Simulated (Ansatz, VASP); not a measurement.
TiAl in VASP and in Ansatz

```
Ti Al
1.0
     2.84802    0.00000    0.00000
    -1.42401    2.46646    0.00000
     0.00000    0.00000    4.64669
Ti Al
1 1
Direct
  0.00000 0.00000 0.00000
  0.33333 0.66667 0.50000
```

Change from the starting cell: volume scaled by 0.98.

Alike in both runs: task single point; functional PBE; k mesh 11 × 11 × 6; occupations fermi-dirac, width 0.05 eV; no spin polarisation.

```csv
,VASP,Ansatz
version,VASP 6.6.1,Ansatz 0.2.0
potentials or method,"VASP PAW PBE potentials, release 64 (Ti_sv, Al), cutoff 520 eV","all-electron LAPW, scalar-relativistic"
```

VASP gave:

```
gap on the k mesh at the Fermi level (eV)                     : none
pressure (GPa)                                                : 2.4
traceless stress, the component that is largest in VASP (GPa) : -0.98
```

Question: What did Ansatz give for the same quantities?

Answer: gap on the k mesh at the Fermi level (eV): none; pressure (GPa): 2.5; traceless stress, the component that is largest in VASP (GPa): -1.03.

A gap of «none» marks a metal or a gap that the smearing closes. Ansatz ran all-electron here, and VASP with PAW potentials.
